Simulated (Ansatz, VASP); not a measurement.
**Si3C: VASP beside Ansatz**

```
CELL_PARAMETERS angstrom
2.74344 0.00000 0.00000
0.00000 2.74344 0.00000
0.00000 0.00000 7.75961
ATOMIC_POSITIONS crystal
Si 0.00000 0.00000 0.75000
Si 0.50000 0.50000 0.50000
Si 0.00000 0.00000 0.25000
C 0.50000 0.50000 0.00000
```

Alike in both runs: task relaxation of cell and atoms; functional PBE; k mesh 6 × 6 × 2; occupations gaussian, width 0.1 eV; no spin polarisation.

|  | VASP | Ansatz |
| --- | --- | --- |
| version | VASP 6.6.1 | Ansatz 0.2.0 |
| potentials or method | VASP PAW PBE potentials, release 64 (Si, C), cutoff 600 eV | scalar-relativistic, plane waves, PAW |
| valence electrons in the cell | 16 | 16 |

```csv
,VASP,Ansatz,Ansatz less VASP
"gap on the k mesh at the Fermi level, each at its own relaxed structure (eV)",none,none,-
relaxed volume (Å³/atom),11.69,12.45,+0.760
relaxed cell length with the largest relative difference (Å),5.803,7.082,+1.2792
```

A gap of «none» marks a metal or a gap that the smearing closes. One of these differences is far larger than is usual between the two programs; its cause wasn't traced.

The k mesh is coarse, so the values compare programs but aren't converged. Noted on VASP's run: the volume moved by over 15 % at a fixed basis, so the end points are rough; too few bands were computed for a metal, which touches its energy and stress.
